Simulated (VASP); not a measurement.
LiBr:

```xyz
2
Lattice="0.0000 2.7395 2.7395 2.7395 0.0000 2.7395 2.7395 2.7395 0.0000" Properties=species:S:1:pos:R:3 pbc="T T T"
Li    0.0000    0.0000    0.0000
Br    2.7395    2.7395    2.7395
```

Base run:

- Program: VASP 6.6.1
- Functional: PBE
- Potentials or basis: VASP PAW PBE potentials, release 64 (Li_sv, Br)
- Cutoff: 750 eV
- k mesh: 6 × 6 × 6
- Occupations: gaussian, width 0.01 eV
- Spin: no spin polarisation

Its results: band gap on the k mesh 4.99 eV; pressure 0.4 GPa.

Q: The run is repeated on the same cell with these changes: functional from PBE to PBE-based screened hybrid with 35 % exact exchange; cutoff from 750 eV to 650 eV; k mesh from 6 × 6 × 6 to 4 × 4 × 4. What comes out?

A: Band gap on the k mesh 5.90 eV; pressure -0.1 GPa.

Several settings changed at once.

Caveats: some runs use coarse meshes; the PAW data sets were made with another functional, which shifts forces and pressure a little (at least some runs).

